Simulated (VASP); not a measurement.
# Zn (C2/m) in VASP: notebook, part 3 of 3

VASP 6.6.1. Earlier steps stand in the parts before.

### Step 4. Single point, PBEsol

This run uses another cell than the first one, of 13.58 Å³/atom, 0.940 times its volume.

Contents of INCAR:

```
SYSTEM = Zn
PREC = Accurate
ENCUT = 520
EDIFF = 1E-6
ISMEAR = -1
SIGMA = 0.05
LREAL = .FALSE.
LASPH = .TRUE.
NELM = 100
ALGO = Fast
ISIF = 2
LWAVE = .FALSE.
LCHARG = .TRUE.
GGA = PS
LELF = .TRUE.
LVHAR = .TRUE.
NBANDS = 25
```

Contents of KPOINTS:

```
Automatic mesh
0
G
  12 12 4
  0 0 0
```

Contents of POSCAR:

```
Zn
1.0
    2.2218679943     -1.2817756984      0.0000000000
    2.2218679943      1.2817756984      0.0000000000
   -1.5592234140      0.0000000000      7.1513784527
Zn
3
Direct
    0.7780178600      0.7780178600      0.3345049800
    0.2219821400      0.2219821400      0.6654950200
    0.0000000000      0.0000000000      0.0000000000
```

Potentials or basis: VASP PAW PBE potentials, release 64 (Zn).

The run is started by

```sh
> cat potpaw_PBE.64/Zn/POTCAR > POTCAR
> mpirun -np 1 vasp_std > vasp.out
```

OUTCAR:

```text
SYSTEM = Zn
   PREC = Accurate
   ENCUT = 520
   EDIFF = 1E-6
   ISMEAR = -1
   LREAL = .FALSE.
   LASPH = .TRUE.
   NELM = 100
   ISIF = 2
   GGA = PS

 ion  position               nearest neighbor table
   1  0.778  0.778  0.335-   2 2.78   2 2.80   2 2.80   3 2.81   3 2.81   3 2.83
   2  0.222  0.222  0.665-   1 2.78   1 2.80   1 2.80   3 2.81   3 2.81   3 2.83
   3  0.000  0.000  0.000-   1 2.81   1 2.81   2 2.81   2 2.81   1 2.83   2 2.83

  LATTYP: Found a base centered monoclinic cell.
 ALAT       =     4.4437359886
 B/A-ratio  =     0.5768910222
 C/A-ratio  =     1.6471240986
 COS(beta)  =    -0.2130265715

  Lattice vectors:

 A1 = (   2.2218679943,  -1.2817756984,   0.0000000000)
 A2 = (   2.2218679943,   1.2817756984,   0.0000000000)
 A3 = (  -1.5592234140,   0.0000000000,   7.1513784527)

Analysis of symmetry for initial positions (statically):
=====================================================================
 Subroutine PRICEL returns:
 Original cell was already a primitive cell.

 Routine SETGRP: Setting up the symmetry group for a
 base centered monoclinic supercell.

 Subroutine GETGRP returns: Found  4 space group operations
 (whereof  4 operations were pure point group operations)
 out of a pool of  4 trial point group operations.

The static configuration has the point symmetry C_2h.

Analysis of symmetry for dynamics (positions and initial velocities):
=====================================================================
 Subroutine PRICEL returns:
 Original cell was already a primitive cell.

 Routine SETGRP: Setting up the symmetry group for a
 base centered monoclinic supercell.

 Subroutine GETGRP returns: Found  4 space group operations
 (whereof  4 operations were pure point group operations)
 out of a pool of  4 trial point group operations.

The dynamic configuration has the point symmetry C_2h.

 Subroutine INISYM returns: Found  4 space group operations
 (whereof  4 operations are pure point group operations),
 and found     1 'primitive' translations

----------------------------------------------------------------------------------------

                                     Primitive cell

  volume of cell :      40.7333

  direct lattice vectors                    reciprocal lattice vectors
     2.221867994 -1.281775698  0.000000000     0.225035871 -0.390083851  0.049064834
     2.221867994  1.281775698  0.000000000     0.225035871  0.390083851  0.049064834
    -1.559223414  0.000000000  7.151378453     0.000000000  0.000000000  0.139833181

  length of vectors
     2.565082128  2.565082128  7.319384635     0.453005421  0.453005421  0.139833181

  position of ions in fractional coordinates (direct lattice)
     0.778017860  0.778017860  0.334504980
     0.221982140  0.221982140  0.665495020
     0.000000000  0.000000000  0.000000000

  ion indices of the primitive-cell ions
   primitive index   ion index
                 1           1
                 2           2
                 3           3

----------------------------------------------------------------------------------------

 KPOINTS: Automatic mesh

Automatic generation of k-mesh.
 Grid dimensions read from file:
 generate k-points for:   12   12    4

 Generating k-lattice:

  Cartesian coordinates                     Fractional coordinates (reciprocal lattice)
     0.018752989 -0.032506988  0.004088736     0.083333333  0.000000000  0.000000000
     0.018752989  0.032506988  0.004088736     0.000000000  0.083333333  0.000000000
     0.000000000  0.000000000  0.034958295     0.000000000  0.000000000  0.250000000

  Length of vectors
     0.037750452  0.037750452  0.034958295

  Shift w.r.t. Gamma in fractional coordinates (k-lattice)
     0.000000000  0.000000000  0.000000000

 Subroutine IBZKPT returns following result:
 ===========================================

 Found    164 irreducible k-points:

 Following reciprocal coordinates:
            Coordinates               Weight
  0.000000  0.000000  0.000000      1.000000
  0.083333 -0.000000  0.000000      4.000000
  0.166667 -0.000000  0.000000      4.000000
  0.250000 -0.000000  0.000000      4.000000
  0.333333  0.000000  0.000000      4.000000
  0.416667 -0.000000  0.000000      4.000000
[... 16 lines left out ...]
  0.500000  0.166667 -0.000000      4.000000
 -0.416667  0.166667 -0.000000      4.000000
 [... further k-points ...]
   k-points           NKPTS =    164   k-points in BZ     NKDIM =    164   number of bands    NBANDS=     25
   number of dos      NEDOS =    301   number of ions     NIONS =      3
   total plane-waves  NPLWV =  21600
   dimension x,y,z NGX =    20 NGY =   20 NGZ =   54
   dimension x,y,z NGXF=    40 NGYF=   40 NGZF=  108
   ions per type =               3
   NGX,Y,Z   is equivalent  to a cutoff of  12.96, 12.96, 12.27 a.u.
   NGXF,Y,Z  is equivalent  to a cutoff of  25.92, 25.92, 24.53 a.u.
 SYSTEM =  Zn
   PREC   = accura    normal or accurate (medium, high low for compatibility)
   ISTART =      0    job   : 0-new  1-cont  2-samecut
   ICHARG =      2    charge: 1-file 2-atom 10-const
   ISPIN  =      1    spin polarized calculation?
   LNONCOLLINEAR =      F non collinear calculations
   LSORBIT =      F    spin-orbit coupling
   LASPH  =      T    aspherical Exc in radial PAW
   ENCUT  =  520.0 eV  38.22 Ry    6.18 a.u.   4.77  4.77 13.61*2*pi/ulx,y,z
   NELM   =    100;   NELMIN=  2; NELMDL= -5     # of ELM steps
   EDIFF  = 0.1E-05   stopping-criterion for ELM
   LREAL  =      F    real-space projection
   EDIFFG = 0.1E-04   stopping-criterion for IOM
   NSW    =      0    number of steps for IOM
   IBRION =     -1    ionic relax: 0-MD 1-quasi-New 2-CG
   NFREE  =      0    steps in history (QN), initial steepest desc. (CG)
   ISIF   =      2    stress and relaxation
   ISYM   =      2    0-nonsym 1-usesym 2-fastsym
   POTIM  = 0.5000    time-step for ionic-motion
   TEBEG  =    0.0;   TEEND  =   0.0 temperature during run
   PSTRESS=    0.0 pullay stress
   NELECT =      36.0000    total number of electrons
   NUPDOWN=      -1.0000    fix difference up-down
   EMIN   =  10.00;   EMAX   =-10.00  energy-range for DOS
   EFERMI =   0.00;   METHOD = LEGACY
   ISMEAR =    -1;   SIGMA  =   0.05  broadening in eV -4-tet -1-fermi 0-gaus
   EFERMI_NEDOS =   21; number of points for ismear=-14 and -15
   IALGO  =     68    algorithm
   IMIX   =      4    mixing-type and parameters
     AMIX     =   0.40;   BMIX     =  1.00
     AMIX_MAG =   1.60;   BMIX_MAG =  1.00
  volume/ion in A,a.u.               =      13.58        91.63
  Fermi-wavevector in a.u.,A,eV,Ry     =   1.571058  2.968870 33.582231  2.468224
  Thomas-Fermi vector in A             =   2.672699
   LORBIT       =      0    0 simple, 1 ext, 2 COOP (PROOUT), +10 PAW based schemes
   GGA     = PS    functional components
   LHFCALC =     F    Hartree Fock is set to
   AEXX    =    0.0000 exact exchange contribution
   IVDW    =     0    specifies the selected vdW correction
   LEPSILON=     F    determine dielectric tensor
   LRPA    =     F    only Hartree local field effects (RPA)
 non-spin polarized calculation
 RMM-DIIS sequential band-by-band and
  energy-cutoff  :      520.00
  volume of cell :       40.73
 maximum number of plane-waves:      1111
   NGX =  9   NGY =  9   NGZ = 27

 number of electron      36.0000048 magnetization

 Free energy of the ion-electron system (eV)
  ---------------------------------------------------
  ext. energy  EPLUGINS =         0.00000000
  ---------------------------------------------------
  free energy    TOTEN  =        -4.68935559 eV

  energy without entropy =       -4.68242820  energy(sigma->0) =       -4.68589189

 E-fermi :   3.8659     XC(G=0): -12.3096

 val. band max:        3.8598974449   @ k =  -0.3333   0.2500  -0.0000
 cond. band min:       3.8776557034   @ k =  -0.3333   0.3333   0.0000
 fundamental gap:      0.0177582585
 Fermi energy:         3.8658991719

 k-point     1 :       0.0000    0.0000    0.0000
  band No.  band energies     occupation
      1      -7.5733      2.00000
      2      -5.5975      2.00000
      3      -5.5856      2.00000
      4      -4.4718      2.00000
      5      -4.1950      2.00000
      6      -4.1926      2.00000
[... 17 lines left out ...]
     24      23.3559      0.00000
     25      23.5586      0.00000
[... 621 lines left out ...]
      3      -4.8026      2.00000
      4      -4.6837      2.00000
      5      -4.6078      2.00000
      6      -4.3132      2.00000
[... 17 lines left out ...]
     24      10.9785      0.00000
     25      12.9413      0.00000

 [... further k-points ...]
[... 5 lines left out ...]
  --------------------------------------------------------------------------------------
  -------------------------------------------------------------------------------------
  Total        1.0015486      0.9979000      1.9129090      0.0000000      0.0000000     -0.0436854
  in kB       39.3942265     39.2507154     75.2410518      0.0000000      0.0000000     -1.7182901
  external PRESSURE =      51.2953312 kB  Pullay stress =       0.0000000 kB

 VOLUME and BASIS-vectors are now :
 -----------------------------------------------------------------------------
  energy-cutoff  :      520.00
  volume of cell :       40.73
      direct lattice vectors                 reciprocal lattice vectors
     2.221867994 -1.281775698  0.000000000     0.225035871 -0.390083851  0.049064834
     2.221867994  1.281775698  0.000000000     0.225035871  0.390083851  0.049064834
    -1.559223414  0.000000000  7.151378453     0.000000000  0.000000000  0.139833181

 POSITION                                       TOTAL-FORCE (eV/Angst)
 -----------------------------------------------------------------------------------
      2.93574      0.00000      2.39217        -0.002482      0.000000     -0.017068
     -0.05123      0.00000      4.75921         0.002482      0.000000      0.017068
      0.00000      0.00000      0.00000        -0.000000      0.000000      0.000000
 -----------------------------------------------------------------------------------
    total drift:                                0.000000     -0.000000      0.000000

  FREE ENERGIE OF THE ION-ELECTRON SYSTEM (eV)
  ---------------------------------------------------
  free  energy   TOTEN  =        -4.6893555888 eV

  energy  without entropy=       -4.6824281968  energy(sigma->0) =       -4.68589189
```

OSZICAR:

```text
N       E                     dE             d eps       ncg     rms          rms(c)
DAV:   1     0.193048030090E+03    0.19305E+03   -0.18205E+04  8472   0.237E+03
DAV:   2     0.487671058855E+01   -0.18817E+03   -0.18196E+03  8224   0.360E+02
DAV:   3    -0.515569446851E+01   -0.10032E+02   -0.99608E+01  9160   0.959E+01
DAV:   4    -0.523921847157E+01   -0.83524E-01   -0.83482E-01  9469   0.924E+00
DAV:   5    -0.523933003902E+01   -0.11157E-03   -0.11156E-03  9359   0.289E-01    0.655E+00
RMM:   6    -0.472888316800E+01    0.51045E+00   -0.22072E+00  9263   0.164E+01    0.462E+00
RMM:   7    -0.470377968896E+01    0.25103E-01   -0.73324E-02  9471   0.360E+00    0.233E+00
RMM:   8    -0.468954745089E+01    0.14232E-01   -0.12628E-02  9214   0.784E-01    0.188E-01
RMM:   9    -0.468937097389E+01    0.17648E-03   -0.28165E-03  9722   0.708E-01    0.951E-02
RMM:  10    -0.468935557206E+01    0.15402E-04   -0.18628E-04  9692   0.113E-01    0.211E-02
RMM:  11    -0.468935523149E+01    0.34058E-06   -0.21658E-05  9634   0.384E-02    0.411E-03
RMM:  12    -0.468935558878E+01   -0.35730E-06   -0.15599E-06  6081   0.137E-02
   1 F= -.46893556E+01 E0= -.46858919E+01  d E =-.692739E-02
```

stdout:

```text
POSCAR found type information on POSCAR Zn
 POSCAR found :  1 types and       3 ions
 scaLAPACK will be used
 -----------------------------------------------------------------------------
|                                                                             |
|                                                                             |
|     You enforced a specific xc type in the INCAR file but a different       |
|     I HOPE YOU KNOW WHAT YOU ARE DOING!                                     |
|                                                                             |
 -----------------------------------------------------------------------------

 LDA part: xc-table for (Slater+PW92), standard interpolation
 POSCAR, INCAR and KPOINTS ok, starting setup
 FFT: planning ... GRIDC
 FFT: planning ... GRID_SOFT
 FFT: planning ... GRID
 WAVECAR not read
 entering main loop
WARNING in EDDRMM: call to ZHEGV failed, returncode =   8  4     25
```

Wall time 58 s (1 thread of Intel Xeon 6975P-C (Granite Rapids), shared host); peak memory 0.24 GiB.

What came out:

* Free energy: -4.6894 eV
* Pressure: 5.1 GPa
* Largest force: 0.017 eV/Å
* Band gap on the k mesh: zero (band 18 reaches 5.19 eV, above the bottom of band 19 at 0.84 eV)

Forces in eV/Å, atoms in the order of the input:
```
Zn  -0.002  0.000 -0.017
Zn   0.002  0.000  0.017
Zn   0.000  0.000  0.000
```

Levels at points of the mesh, in eV from the Fermi level:
```csv
k point,band 15,band 16,band 17,band 18,band 19,band 20,band 21,band 22
"(0.00, 0.00, 0.00)",-7.37,-7.37,-7.35,-7.32,1.66,1.73,14.53,18.37
"(0.50, 0.00, 0.00)",-7.09,-3.25,-2.39,-1.97,0.66,1.20,2.17,6.85
"(0.50, 0.50, 0.00)",-7.09,-2.88,-2.78,-2.08,-0.20,2.19,3.88,4.58
"(0.00, 0.00, 0.50)",-7.48,-7.32,-7.31,-4.33,-3.03,8.26,8.35,18.96
"(0.50, 0.00, 0.50)",-7.09,-2.92,-2.73,-2.09,-0.06,2.00,3.67,4.85
"(0.50, 0.50, 0.50)",-7.09,-3.28,-2.42,-1.87,0.80,1.01,1.96,7.13
```

Caveat: the PAW data sets were made with another functional, which shifts forces and pressure a little.

### Step 5. Single point, PBEsol

Contents of INCAR:

```
SYSTEM = Zn
PREC = Accurate
ENCUT = 520
EDIFF = 1E-6
ISMEAR = -1
SIGMA = 0.05
LREAL = .FALSE.
LASPH = .TRUE.
NELM = 60
ALGO = Fast
ISIF = 2
LWAVE = .FALSE.
LCHARG = .FALSE.
GGA = PS
NBANDS = 25
```

KPOINTS is that of step 4.

Contents of POSCAR:

```
Zn
1.0
    2.2681701736     -1.3084870100      0.0000000000
    2.2681701736      1.3084870100      0.0000000000
   -1.5917165425      0.0000000000      7.3004081919
Zn
3
Direct
    0.7780178600      0.7780178600      0.3345049800
    0.2219821400      0.2219821400      0.6654950200
    0.0000000000      0.0000000000      0.0000000000
```

The run is started by

```sh
> cat potpaw_PBE.64/Zn/POTCAR > POTCAR
> mpirun -np 1 vasp_std > vasp.out
```

Wall time 58 s (1 thread of Intel Xeon 6975P-C (Granite Rapids), shared host); peak memory 0.25 GiB.

Results (log left out):

* Free energy: -4.7229 eV
* Pressure: -1.1 GPa
* Largest force: 0.012 eV/Å
* Band gap on the k mesh: zero (band 18 reaches 4.63 eV, above the bottom of band 19 at 0.30 eV)

Forces in eV/Å, atoms in the order of the input:
```
Zn  -0.005  0.000 -0.011
Zn   0.005  0.000  0.011
Zn   0.000  0.000  0.000
```

Stress tensor (GPa, compression positive):
```
-2.51  0.00 -0.40
 0.00 -3.13  0.00
-0.40  0.00  2.45
```

Levels at points of the mesh, in eV from the Fermi level:
```csv
k point,band 14,band 15,band 16,band 17,band 18,band 19,band 20,band 21,band 22,band 23
"(0.00, 0.00, 0.00)",-7.26,-7.26,-7.25,-7.08,-7.05,1.58,1.64,13.96,17.69,18.53
"(0.50, 0.00, 0.00)",-7.00,-7.00,-3.03,-2.31,-1.79,0.50,1.10,1.99,6.58,7.74
"(0.50, 0.50, 0.00)",-7.01,-7.00,-2.70,-2.54,-2.02,-0.34,2.06,3.58,4.44,6.40
"(0.00, 0.00, 0.50)",-7.36,-7.35,-7.21,-7.20,-3.99,-3.08,7.93,8.01,18.10,18.12
"(0.50, 0.00, 0.50)",-7.01,-7.00,-2.73,-2.50,-2.02,-0.20,1.88,3.39,4.69,6.64
"(0.50, 0.50, 0.50)",-7.00,-7.00,-3.06,-2.34,-1.69,0.64,0.92,1.79,6.85,8.00
```

Caveat: the PAW data sets were made with another functional, which shifts forces and pressure a little.

### Step 6. Overview

| level | cell | k mesh | gap on the mesh (eV) | pressure (GPa) | largest force (eV/Å) |
| --- | --- | --- | --- | --- | --- |
| PBEsol | a = 2.619, b = 2.619, c = 7.472 Å, angles 100.6, 100.6, 60.0°, 3 atoms | 7 × 7 × 2 | none | -1.5 | 0.01 |
| r2SCAN | a = 2.619, b = 2.619, c = 7.472 Å, angles 100.6, 100.6, 60.0°, 3 atoms | 7 × 7 × 2 | none | -0.4 | 0.02 |
| PBEsol | a = 2.565, b = 2.565, c = 7.319 Å, angles 100.6, 100.6, 60.0°, 3 atoms | 12 × 12 × 4 | none | 5.1 | 0.02 |
| PBEsol | a = 2.619, b = 2.619, c = 7.472 Å, angles 100.6, 100.6, 60.0°, 3 atoms | 12 × 12 × 4 | none | -1.1 | 0.01 |

Alike in all rows: task single point; potentials or basis VASP PAW PBE potentials, release 64 (Zn); no spin polarisation; cutoff (eV) 520; smearing fermi-dirac 0.05 eV.

Caveats: some runs use coarse meshes; the PAW data sets were made with another functional, which shifts forces and pressure a little.

Absolute energies hang on the potentials; compare differences alone.
